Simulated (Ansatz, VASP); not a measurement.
Two plane-wave programs on Sb

```xyz
1
Lattice="0.1734 2.3885 2.4959 2.4173 0.0647 2.6045 2.3205 2.4004 0.1615" Properties=species:S:1:pos:R:3 pbc="T T T"
Sb    0.0000    0.0000    0.0000
```

Change from the starting cell: cell sheared at random, sigma 0.03, atoms nudged by 0.01 Å.

Alike in both runs: task single point; functional B3LYP; k mesh 5 × 5 × 5; occupations fermi-dirac, width 0.05 eV; no spin polarisation.

```csv
,VASP,Ansatz
version,VASP 6.6.1,Ansatz 0.2.0
potentials or method,"VASP PAW PBE potentials, release 64 (Sb)",Ansatz PAW
plane-wave cutoff (eV),520,420
valence electrons in the cell,5,15
```

Ansatz gave:

```
gap on the k mesh at the Fermi level (eV)                     : none
pressure (GPa)                                                : 5.6
traceless stress, the component that is largest in VASP (GPa) : -1.71
```

Task: What did VASP give for the same quantities?

Result: gap on the k mesh at the Fermi level (eV): none; pressure (GPa): 5.0; traceless stress, the component that is largest in VASP (GPa): -1.70.

VASP's potentials were made for PBE, not for B3LYP. A gap of «none» marks a metal or a gap that the smearing closes. With one functional, cell and mesh, what is left measures potentials, basis and numerics. VASP's potentials hold 5 valence electrons a cell and Ansatz's 15, so a difference there can come from the potentials and not from the codes.

The k mesh is coarse, so the values compare programs but aren't converged. Neither program's run includes spin-orbit coupling.
